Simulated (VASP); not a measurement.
# BeS (F-43m) in VASP: further runs

Runs on BeS. Level: LDA. Tasks: single point.

Everything below comes from runs of VASP 6.6.1. Logs are shortened: lines on timing, memory, paths and dates and some standing lists are left out, and cuts for length are marked.

## Step 1: The cell of the first run

It takes space group F-43m (No. 216, cubic). Conventional cell: a = 4.700 Å, b = 4.700 Å, c = 4.700 Å, α = 90.00°, β = 90.00°, γ = 90.00°. Within 2.7 Å of Be (site symmetry -43m) lie 4 S at 2.04 Å. S (site symmetry -43m) has 4 Be at 2.04 Å within 2.7 Å.

## Step 2: Single point, LDA

Contents of INCAR:

```
SYSTEM = BeS
PREC     = Accurate       ! precision mode
ENCUT    = 520            ! plane-wave cutoff, eV
EDIFF    = 1E-6           ! SCF threshold, eV
ISMEAR   = 0              ! smearing method
SIGMA    = 0.01           ! smearing width, eV
LREAL    = .False.        ! projectors in reciprocal space
LASPH    = .True.         ! aspherical terms in the spheres
NELM     = 80             ! most SCF steps
ALGO     = Normal         ! electronic algorithm
ISIF     = 2              ! what is computed and relaxed
LWAVE    = .False.        ! write WAVECAR
LCHARG   = .False.        ! write CHGCAR
GGA      = CA             ! functional
NBANDS   = 11             ! bands
```

Contents of KPOINTS:

```
regular mesh
0
Gamma
  8 8 8
  0 0 0
```

Contents of POSCAR:

```
BeS
1.0
    2.3499067697      2.3499067697      0.0000000000
   -2.3499067697      2.3499067697      0.0000000000
    0.0000000000      2.3499067697      2.3499067697
Be S
1 1
Direct
    0.0000000000      0.0000000000      0.0000000000
    0.7500000000      0.2500000000      0.5000000000
```

Potentials or basis: VASP PAW LDA potentials, release 64 (Be, S).

Run with:

```sh
$ cat potpaw_LDA.64/Be/POTCAR potpaw_LDA.64/S/POTCAR > POTCAR
$ mpirun -np 1 vasp_std > vasp.out
```

OUTCAR:

```text
SYSTEM = BeS
   PREC = Accurate
   ENCUT = 520
   EDIFF = 1E-6
   ISMEAR = 0
   LREAL = .False.
   LASPH = .True.
   NELM = 80
   ISIF = 2
   GGA = CA

 ion  position               nearest neighbor table
   1  0.000  0.000  0.000-   2 2.04   2 2.04   2 2.04   2 2.04
   2  0.750  0.250  0.500-   1 2.04   1 2.04   1 2.04   1 2.04

  LATTYP: Found a face centered cubic cell.
 ALAT       =     4.6998135394

  Lattice vectors:

 A1 = (   0.0000000000,   2.3499067697,   2.3499067697)
 A2 = (   2.3499067697,   0.0000000000,   2.3499067697)
 A3 = (   2.3499067697,   2.3499067697,   0.0000000000)

Analysis of symmetry for initial positions (statically):
=====================================================================
 Subroutine PRICEL returns:
 Original cell was already a primitive cell.

 Routine SETGRP: Setting up the symmetry group for a
 face centered cubic supercell.

 Subroutine GETGRP returns: Found 24 space group operations
 (whereof 24 operations were pure point group operations)
 out of a pool of 48 trial point group operations.

The static configuration has the point symmetry T_d .

Analysis of symmetry for dynamics (positions and initial velocities):
=====================================================================
 Subroutine PRICEL returns:
 Original cell was already a primitive cell.

 Routine SETGRP: Setting up the symmetry group for a
 face centered cubic supercell.

 Subroutine GETGRP returns: Found 24 space group operations
 (whereof 24 operations were pure point group operations)
 out of a pool of 48 trial point group operations.

The dynamic configuration has the point symmetry T_d .

 Subroutine INISYM returns: Found 24 space group operations
 (whereof 24 operations are pure point group operations),
 and found     1 'primitive' translations

----------------------------------------------------------------------------------------

                                     Primitive cell

  volume of cell :      25.9527

  direct lattice vectors                    reciprocal lattice vectors
     2.349906770  2.349906770  0.000000000     0.212774399  0.212774399 -0.212774399
    -2.349906770  2.349906770  0.000000000    -0.212774399  0.212774399 -0.212774399
     0.000000000  2.349906770  2.349906770     0.000000000  0.000000000  0.425548797

  length of vectors
     3.323270024  3.323270024  3.323270024     0.368536069  0.368536069  0.425548797

  position of ions in fractional coordinates (direct lattice)
     0.000000000  0.000000000  0.000000000
     0.750000000  0.250000000  0.500000000

  ion indices of the primitive-cell ions
   primitive index   ion index
                 1           1
                 2           2

----------------------------------------------------------------------------------------

 KPOINTS: regular mesh

Automatic generation of k-mesh.
 Grid dimensions read from file:
 generate k-points for:    8    8    8

 Generating k-lattice:

  Cartesian coordinates                     Fractional coordinates (reciprocal lattice)
     0.026596800  0.026596800 -0.026596800     0.125000000  0.000000000  0.000000000
    -0.026596800  0.026596800 -0.026596800     0.000000000  0.125000000  0.000000000
     0.000000000  0.000000000  0.053193600     0.000000000  0.000000000  0.125000000

  Length of vectors
     0.046067009  0.046067009  0.053193600

  Shift w.r.t. Gamma in fractional coordinates (k-lattice)
     0.000000000  0.000000000  0.000000000

 Subroutine IBZKPT returns following result:
 ===========================================

 Found     29 irreducible k-points:

 Following reciprocal coordinates:
            Coordinates               Weight
  0.000000  0.000000  0.000000      1.000000
  0.125000  0.000000  0.000000      8.000000
  0.250000  0.000000  0.000000      8.000000
  0.375000  0.000000  0.000000      8.000000
  0.500000  0.000000  0.000000      4.000000
  0.125000  0.125000  0.000000     12.000000
[... 16 lines left out ...]
  0.375000  0.250000  0.125000     48.000000
  0.500000  0.250000  0.125000     24.000000
 [... further k-points ...]
   k-points           NKPTS =     29   k-points in BZ     NKDIM =     29   number of bands    NBANDS=     11
   number of dos      NEDOS =    301   number of ions     NIONS =      2
   total plane-waves  NPLWV =  21952
   dimension x,y,z NGX =    28 NGY =   28 NGZ =   28
   dimension x,y,z NGXF=    56 NGYF=   56 NGZF=   56
   ions per type =               1   1
   NGX,Y,Z   is equivalent  to a cutoff of  14.01, 14.01, 14.01 a.u.
   NGXF,Y,Z  is equivalent  to a cutoff of  28.01, 28.01, 28.01 a.u.
 SYSTEM =  BeS
   PREC   = accura    normal or accurate (medium, high low for compatibility)
   ISTART =      0    job   : 0-new  1-cont  2-samecut
   ICHARG =      2    charge: 1-file 2-atom 10-const
   ISPIN  =      1    spin polarized calculation?
   LNONCOLLINEAR =      F non collinear calculations
   LSORBIT =      F    spin-orbit coupling
   LASPH  =      T    aspherical Exc in radial PAW
   ENCUT  =  520.0 eV  38.22 Ry    6.18 a.u.   6.18  6.18  6.18*2*pi/ulx,y,z
   NELM   =     80;   NELMIN=  2; NELMDL= -5     # of ELM steps
   EDIFF  = 0.1E-05   stopping-criterion for ELM
   LREAL  =      F    real-space projection
   EDIFFG = 0.1E-04   stopping-criterion for IOM
   NSW    =      0    number of steps for IOM
   IBRION =     -1    ionic relax: 0-MD 1-quasi-New 2-CG
   NFREE  =      0    steps in history (QN), initial steepest desc. (CG)
   ISIF   =      2    stress and relaxation
   ISYM   =      2    0-nonsym 1-usesym 2-fastsym
   POTIM  = 0.5000    time-step for ionic-motion
   TEBEG  =    0.0;   TEEND  =   0.0 temperature during run
   PSTRESS=    0.0 pullay stress
   NELECT =       8.0000    total number of electrons
   NUPDOWN=      -1.0000    fix difference up-down
   EMIN   =  10.00;   EMAX   =-10.00  energy-range for DOS
   EFERMI =   0.00;   METHOD = LEGACY
   ISMEAR =     0;   SIGMA  =   0.01  broadening in eV -4-tet -1-fermi 0-gaus
   EFERMI_NEDOS =   21; number of points for ismear=-14 and -15
   IALGO  =     38    algorithm
   IMIX   =      4    mixing-type and parameters
     AMIX     =   0.40;   BMIX     =  1.00
     AMIX_MAG =   1.60;   BMIX_MAG =  1.00
  volume/ion in A,a.u.               =      12.98        87.57
  Fermi-wavevector in a.u.,A,eV,Ry     =   1.105887  2.089824 16.639744  1.222987
  Thomas-Fermi vector in A             =   2.242381
   LORBIT       =      0    0 simple, 1 ext, 2 COOP (PROOUT), +10 PAW based schemes
   GGA     = CA    functional components
   LHFCALC =     F    Hartree Fock is set to
   AEXX    =    0.0000 exact exchange contribution
   IVDW    =     0    specifies the selected vdW correction
   LEPSILON=     F    determine dielectric tensor
   LRPA    =     F    only Hartree local field effects (RPA)
 non-spin polarized calculation
 Gauss-broadening in eV      SIGMA  =   0.01
  energy-cutoff  :      520.00
  volume of cell :       25.95
 maximum number of plane-waves:       725
 NGX is ok and might be reduce to    28
   NGX = 13   NGY = 13   NGZ = 13

 number of electron       8.0000000 magnetization

 Free energy of the ion-electron system (eV)
  ---------------------------------------------------
  ext. energy  EPLUGINS =         0.00000000
  ---------------------------------------------------
  free energy    TOTEN  =       -11.10754212 eV

  energy without entropy =      -11.10754212  energy(sigma->0) =      -11.10754212

 E-fermi :   5.2004     XC(G=0): -10.3696

 val. band max:        5.0561541503   @ k =   0.0000   0.0000   0.0000
 cond. band min:       7.7401346726   @ k =   0.5000   0.5000   0.0000
 fundamental gap:      2.6839805223
 Fermi energy:         5.2003848345

 k-point     1 :       0.0000    0.0000    0.0000
  band No.  band energies     occupation
      1      -9.2691      2.00000
      2       5.0562      2.00000
      3       5.0562      2.00000
      4       5.0562      2.00000
      5      10.5431      0.00000
      6      10.5431      0.00000
      7      10.5431      0.00000
      8      11.5575      0.00000
      9      18.0557      0.00000
     10      18.0557      0.00000
     11      20.4101      0.00000

 k-point     2 :       0.1250    0.0000    0.0000
  band No.  band energies     occupation
      1      -9.0677      2.00000
      2       3.7200      2.00000
      3       4.8195      2.00000
      4       4.8195      2.00000
      5      10.6767      0.00000
      6      10.9491      0.00000
      7      10.9491      0.00000
      8      12.7823      0.00000
      9      17.2684      0.00000
     10      17.2684      0.00000
     11      19.9647      0.00000

 k-point     3 :       0.2500    0.0000    0.0000
  band No.  band energies     occupation
      1      -8.5055      2.00000
      2       1.3894      2.00000
      3       4.3612      2.00000
      4       4.3612      2.00000
      5      10.7451      0.00000
      6      11.5374      0.00000
      7      11.5374      0.00000
      8      14.8816      0.00000
      9      17.0131      0.00000
     10      17.0131      0.00000
     11      19.5282      0.00000

 k-point     4 :       0.3750    0.0000    0.0000
  band No.  band energies     occupation
      1      -7.7675      2.00000
      2      -0.5887      2.00000
      3       4.0014      2.00000
      4       4.0014      2.00000
      5      10.7648      0.00000
      6      11.5596      0.00000
      7      11.5596      0.00000
      8      16.1197      0.00000
      9      18.5276      0.00000
     10      18.5276      0.00000
     11      20.0304      0.00000
[... 239 lines left out ...]
 k-point    22 :       0.2500    0.2500    0.1250
  band No.  band energies     occupation
      1      -8.0410      2.00000
      2       1.1707      2.00000
      3       2.5915      2.00000
      4       3.7679      2.00000
      5      10.4486      0.00000
      6      12.2870      0.00000
      7      12.7822      0.00000
      8      13.7917      0.00000
      9      17.0810      0.00000
     10      19.9214      0.00000
     11      21.5035      0.00000

 k-point    23 :       0.3750    0.2500    0.1250
  band No.  band energies     occupation
      1      -7.3825      2.00000
      2      -0.1765      2.00000
      3       2.0303      2.00000
      4       3.2161      2.00000
      5      10.9165      0.00000
      6      11.8709      0.00000
      7      13.8095      0.00000
      8      14.5281      0.00000
      9      18.0925      0.00000
     10      19.8993      0.00000
     11      22.1975      0.00000

 k-point    24 :       0.5000    0.2500    0.1250
  band No.  band energies     occupation
      1      -7.0374      2.00000
      2      -0.8372      2.00000
      3       1.9477      2.00000
      4       2.9268      2.00000
      5      10.9309      0.00000
      6      11.7484      0.00000
      7      14.5235      0.00000
      8      15.8671      0.00000
      9      16.7247      0.00000
     10      20.8579      0.00000
     11      21.6130      0.00000

 [... further k-points ...]
[... 5 lines left out ...]
  --------------------------------------------------------------------------------------
  -------------------------------------------------------------------------------------
  Total        1.1379805      1.1379805      1.1379805      0.0000000     -0.0000000      0.0000000
  in kB       70.2527782     70.2527782     70.2527782      0.0000000     -0.0000000      0.0000000
  external PRESSURE =      70.2527782 kB  Pullay stress =       0.0000000 kB

 VOLUME and BASIS-vectors are now :
 -----------------------------------------------------------------------------
  energy-cutoff  :      520.00
  volume of cell :       25.95
      direct lattice vectors                 reciprocal lattice vectors
     2.349906770  2.349906770  0.000000000     0.212774399  0.212774399 -0.212774399
    -2.349906770  2.349906770  0.000000000    -0.212774399  0.212774399 -0.212774399
     0.000000000  2.349906770  2.349906770     0.000000000  0.000000000  0.425548797

 POSITION                                       TOTAL-FORCE (eV/Angst)
 -----------------------------------------------------------------------------------
      0.00000      0.00000      0.00000         0.000000      0.000000      0.000000
      1.17495      3.52486      1.17495        -0.000000      0.000000      0.000000
 -----------------------------------------------------------------------------------
    total drift:                                0.000000      0.000000     -0.000000

  FREE ENERGIE OF THE ION-ELECTRON SYSTEM (eV)
  ---------------------------------------------------
  free  energy   TOTEN  =       -11.1075421151 eV

  energy  without entropy=      -11.1075421151  energy(sigma->0) =      -11.10754212
```

It took 5.8 s on 1 thread of Intel Xeon 6975P-C (Granite Rapids), shared host; peak memory 0.13 GiB.

Results:

- Free energy: -11.1075 eV
- Pressure: 7.0 GPa
- Band gap on the k mesh: 2.68 eV, indirect (least direct gap 5.49 eV)

Levels at points of the mesh, in eV from the valence-band top:
```
           k point  band 1  band 2  band 3  band 4  band 5  band 6  band 7  band 8
(0.00, 0.00, 0.00)  -14.33    0.00    0.00    0.00    5.49    5.49    5.49    6.50
(0.50, 0.00, 0.00)  -12.42   -6.48   -1.18   -1.18    5.71    6.40    6.40   11.34
(0.50, 0.50, 0.00)  -11.78   -5.54   -3.02   -3.02    2.68    4.71   13.38   13.38
```

A k mesh can miss the band edges. Expect the measured gap to be larger: semilocal functionals such as LDA lack the derivative discontinuity.

## Step 3: Single point, LDA

This run uses another cell than the first one, of 12.69 Å³/atom, 0.978 times its volume.

Contents of INCAR:

```
ALGO = Normal ; EDIFF = 1E-6
ENCUT = 520 ; GGA = CA
ISIF = 2 ; ISMEAR = 0
LASPH = T ; LCHARG = F
LREAL = F ; LWAVE = F
NBANDS = 11 ; NELM = 100
PREC = Accurate ; SIGMA = 0.01
```

Contents of KPOINTS:

```
k-points
0
Gamma
  8 8 8
```

Contents of POSCAR:

```
BeS
1.0
    2.3323504502      2.3323504502      0.0000000000
   -2.3323504502      2.3323504502      0.0000000000
    0.0000000000      2.3323504502      2.3323504502
Be S
1 1
Direct
    0.0000000000      0.0000000000      0.0000000000
    0.7500000000      0.2500000000      0.5000000000
```

Potentials or basis: VASP PAW LDA potentials, release 64 (Be, S).

Run with:

```sh
$ cat potpaw_LDA.64/Be/POTCAR potpaw_LDA.64/S/POTCAR > POTCAR
$ mpirun -np 1 vasp_std > vasp.out
```

Wall time 5.7 s (1 thread of Intel Xeon 6975P-C (Granite Rapids), shared host); peak memory 0.13 GiB.

It converged, with:

```
Free energy            : -11.0767 eV
Pressure               : 10.0 GPa
Band gap on the k mesh : 2.63 eV, indirect (least direct gap 5.47 eV)
```

Levels at points of the mesh, in eV from the valence-band top:
```
           k point  band 1  band 2  band 3  band 4  band 5  band 6  band 7  band 8
(0.00, 0.00, 0.00)  -14.50    0.00    0.00    0.00    5.47    5.47    5.47    6.71
(0.50, 0.00, 0.00)  -12.52   -6.64   -1.22   -1.22    5.79    6.38    6.38   11.44
(0.50, 0.50, 0.00)  -11.86   -5.67   -3.11   -3.11    2.63    4.68   13.57   13.57
```
